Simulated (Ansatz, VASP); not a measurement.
Two plane-wave programs on W

Contents of POSCAR:

```
W
1.0
   -1.5823450000      1.5823450000      1.5823450000
    1.5823450000     -1.5823450000      1.5823450000
    1.5823450000      1.5823450000     -1.5823450000
W
1
Direct
    0.0000000000      0.0000000000      0.0000000000
```

File INCAR.step1:

```
SYSTEM = W
PREC = Accurate ; ENCUT = 520
ISMEAR = 0 ; SIGMA = 0.05
LREAL = .FALSE. ; LASPH = .TRUE.
NELM = 150 ; MAGMOM = 0 0 0
LSORBIT = .TRUE. ; GGA_COMPAT = .FALSE.
LMAXMIX = 4 ; NBANDS = 25
GGA = PE ; ALGO = Normal
EDIFF = 1E-4 ; LWAVE = .TRUE.
LCHARG = .FALSE.
```

File INCAR.step2:

```
SYSTEM = W
PREC = Accurate ; ENCUT = 520
EDIFF = 1E-6 ; ISMEAR = 0
SIGMA = 0.05 ; LREAL = .FALSE.
LASPH = .TRUE. ; NELM = 150
ALGO = Normal ; ISIF = 2
LWAVE = .FALSE. ; LCHARG = .FALSE.
MAGMOM = 0 0 0 ; LORBIT = 11
LSORBIT = .TRUE. ; GGA_COMPAT = .FALSE.
LORBMOM = .TRUE. ; LMAXMIX = 4
METAGGA = R2SCAN ; LMIXTAU = .TRUE.
IVDW = 13 ; VDW_S6 = 1.0
VDW_S8 = 0.6018749 ; VDW_A1 = 0.51559235
VDW_A2 = 5.77342911 ; NBANDS = 25
ISTART = 1
```

Contents of KPOINTS:

```
Automatic mesh
0
G
  18 18 18
  0 0 0
```

The input input.yaml:

```yaml
crystal:
  lattice:
    - [-1.582345, 1.582345, 1.582345]
    - [1.582345, -1.582345, 1.582345]
    - [1.582345, 1.582345, -1.582345]
  atoms:
    - { symbol: W, position: [0.0, 0.0, 0.0] }
hamiltonian:
  xc: r2scan
  pseudopotentials: { kind: paw_fr }
  dispersion: d4
magnetization:
  noncollinear: true
  spin_orbit: true
kpoints:
  mp_grid: { grid: [18, 18, 18] }
scf:
  occupations: { method: gaussian, width: 0.05 }
  n_extra_bands: 6
output:
  forces: true
  stress: true
  eigenvalues: true
  dos: { projected: true, de: 0.05, nscf_kmesh: { grid: [18, 18, 18] } }
  write_density: true
  write_potential: true
  elf: true
  volumetric_format: npy
```

Alike in both runs: functional r2SCAN; dispersion D4; k mesh 18 × 18 × 18; occupations gaussian, width 0.05 eV; non-collinear spin, spin-orbit coupling.

|  | VASP | Ansatz |
| --- | --- | --- |
| version | VASP 6.6.1 | Ansatz 0.2.0 |
| potentials or method | VASP PAW PBE potentials, release 64 (W_sv) | Ansatz PAW |
| plane-wave cutoff (eV) | 520 | 500 |
| valence electrons in the cell | 14 | 14 |
| task | single point | projected density of states |

```tsv
	VASP	Ansatz	Ansatz less VASP
pressure (GPa)	1.4	-0.4	-1.84
net moment per atom (μB)	0.00	0.00	0.000
```

VASP's potentials were made for PBE, not for r2SCAN.
